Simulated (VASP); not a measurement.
A run of VASP 6.6.1 is set up as follows.

INCAR

```
  ALGO = Normal
  EDIFF = 1E-6
  ENCUT = 520
  GGA = PE
  ISIF = 2
  ISMEAR = -1
  LASPH = True
  LCHARG = False
  LREAL = False
  LWAVE = False
  NBANDS = 12
  NELM = 100
  PREC = Accurate
  SIGMA = 0.06122561905347299
```

Contents of KPOINTS:

```
k-points
0
Gamma
  45 45 45
```

Contents of POSCAR:

```
Ga
1.0
   -1.7089477470      1.7089477470      1.7089477470
    1.7089477470     -1.7089477470      1.7089477470
    1.7089477470      1.7089477470     -1.7089477470
Ga
1
Direct
    0.0000000000      0.0000000000      0.0000000000
```

Potentials or basis: VASP PAW PBE potentials, release 64 (Ga_d).

The run is started by

```bash
$ cat potpaw_PBE.64/Ga_d/POTCAR > POTCAR
$ mpirun -np 1 vasp_std > vasp.out
```

Q: Estimate the band gap on the k mesh.

A: Zero (an odd number of electrons rules out a gap without spin polarisation).

Q: Predict the pressure.

A: -1.6 GPa.
